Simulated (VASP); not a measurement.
Wanted: the native input for a VASP 6.6.1 run.

- Task: single point
- Functional: PBEsol
- Potentials or basis: VASP PAW PBE potentials, release 64 (Na_pv, H, F)
- Cutoff: 520 eV
- k mesh: 8 × 8 × 8
- Occupations: gaussian, width 0.01 eV
- Spin: no spin polarisation
- Dipole correction: no
- Further INCAR settings: ALGO = Normal; EDIFF = 1e-07; NBANDS = 19

The structure of NaHF2 lies in POSCAR:

```
NaHF2
1.0
    1.7390891650      1.0040635975      4.6001826244
   -1.7390891650      1.0040635975      4.6001826244
    0.0000000000     -2.0081271951      4.6001826244
Na H F
1 1 2
Direct
    0.0000000000      0.0000000000      0.0000000000
    0.5000000000      0.5000000000      0.5000000000
    0.4171553796      0.4171553796      0.4171553796
    0.5828446204      0.5828446204      0.5828446204
```

This cell differs from its parent crystal: z stretched by +0.5 %, x and y held.

The input as run:

INCAR

```
PREC     = Accurate       # precision mode
ENCUT    = 520            # plane-wave cutoff, eV
EDIFF    = 1E-7           # SCF threshold, eV
ISMEAR   = 0              # smearing method
SIGMA    = 0.01           # smearing width, eV
LREAL    = False          # projectors in reciprocal space
LASPH    = True           # aspherical terms in the spheres
NELM     = 100            # most SCF steps
ALGO     = Normal         # electronic algorithm
ISIF     = 2              # what is computed and relaxed
LWAVE    = False          # write WAVECAR
LCHARG   = False          # write CHGCAR
GGA      = PS             # functional
NBANDS   = 19             # bands
```

KPOINTS

```
Automatic mesh
0
Gamma
  8 8 8
```

Potentials or basis: VASP PAW PBE potentials, release 64 (Na_pv, H, F).

Command:

```console
$ cat potpaw_PBE.64/Na_pv/POTCAR potpaw_PBE.64/H/POTCAR potpaw_PBE.64/F/POTCAR > POTCAR
$ mpirun -np 1 vasp_std > vasp.out
```

It gave:

The pressure is -0.3 GPa and the largest force is 0.057 eV/Å. The band gap on the k mesh is 6.86 eV, indirect (least direct gap 7.04 eV).

Caveat: the cell differs from its parent crystal (z stretched by +0.5 %, x and y held); the PAW data sets were made with another functional, which shifts forces and pressure a little.

It took 53 s on 1 thread of Intel(R) Xeon(R) 6975P-C (Granite Rapids) (shared host), peak memory 0.25 GiB.
